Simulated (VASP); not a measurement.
Runs of VASP 6.6.1 on AlAu. The structure is that of space group Pm-3m (No. 221), or close to it. The cells are those of the table. 

| cell | gap on the mesh (eV) | pressure (GPa) |
| --- | --- | --- |
| a = 3.191 Å, 2 atoms | none | (a) |
| a = 3.224 Å, 2 atoms | none | (b) |
| a = 3.256 Å, 2 atoms | none | -10.1 |
| a = 3.287 Å, 2 atoms | none | -12.0 |
| a = 3.158 Å, 2 atoms | none | -0.6 |

Alike in all rows: task single point; level LDA; potentials or basis VASP PAW LDA potentials, release 64 (Al, Au); no spin polarisation; k mesh 9 × 9 × 9; cutoff (eV) 520; smearing fermi-dirac 0.1 eV.

Question: Fill in the values left out.

Answer: (a) -4.6; (b) -7.7.

Caveats: spin-orbit coupling is left out, which moves the levels of the heavy elements.

A k mesh can miss the band edges, and the runs leave out spin-orbit coupling on Au.

A gap of «none» marks levels without a gap at the run's occupations.
